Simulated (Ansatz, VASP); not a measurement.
# One calculation of C, two programs

```
C
1.0
     2.39896    0.00000    0.00000
    -1.19948    2.07756    0.00000
     0.00000    0.00000    8.29301
C
4
Direct
  0.00000 0.00000 0.25000
  0.00000 0.00000 0.75000
  0.33333 0.66667 0.25000
  0.66667 0.33333 0.75000
```

Alike in both runs: task single point; functional PBE; k mesh 14 × 14 × 4; occupations fermi-dirac, width 0.05 eV; no spin polarisation.

|  | VASP | Ansatz |
| --- | --- | --- |
| version | VASP 6.6.1 | Ansatz 0.2.0 |
| potentials or method | VASP PAW PBE potentials, release 64 (C), cutoff 520 eV | plane waves (420 eV) with PAW, scalar-relativistic |
| valence electrons in the cell | 16 | 16 |

```tsv
	VASP	Ansatz	Ansatz less VASP
pressure (GPa)	21.3	20.9	-0.38
traceless stress, the component that is largest in VASP (GPa)	-21.26	-20.81	+0.455
```
